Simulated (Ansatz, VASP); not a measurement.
# Two plane-wave programs on SiO2

```
CELL_PARAMETERS angstrom
4.10880 0.00000 0.00000
0.00000 4.10880 0.00000
0.00000 0.00000 3.01250
ATOMIC_POSITIONS crystal
Si 0.50000 0.50000 0.50000
Si 0.00000 0.00000 0.00000
O 0.69301 0.69301 0.00000
O 0.19301 0.80699 0.50000
O 0.30699 0.30699 0.00000
O 0.80699 0.19301 0.50000
```

Alike in both runs: task single point; functional PBE; k mesh 6 × 6 × 8; occupations gaussian, width 0.05 eV; no spin polarisation.

|  | VASP | Ansatz |
| --- | --- | --- |
| version | VASP 6.6.1 | Ansatz 0.2.0 |
| potentials or method | VASP PAW PBE potentials, release 64 (Si, O), cutoff 520 eV | scalar-relativistic, plane waves, PAW |
| valence electrons in the cell | 32 | 32 |

Ansatz gave:

| Quantity | Value |
| --- | --- |
| gap on the k mesh at the Fermi level (eV) | 3.60 |
| least direct gap on the mesh (eV) | 3.60 |
| pressure (GPa) | -16.2 |
| traceless stress, the component that is largest in VASP (GPa) | -32.24 |
| rms of the force components (eV/Å) | 0.395 |

Task: What did VASP give for the same quantities?

Result: gap on the k mesh at the Fermi level (eV): 3.58; least direct gap on the mesh (eV): 3.58; pressure (GPa): -16.0; traceless stress, the component that is largest in VASP (GPa): -32.20; rms of the force components (eV/Å): 0.388.

Atom by atom the forces differ by 0.007 eV/Å (rms over components). With one functional, cell and mesh, what is left measures potentials, basis and numerics.
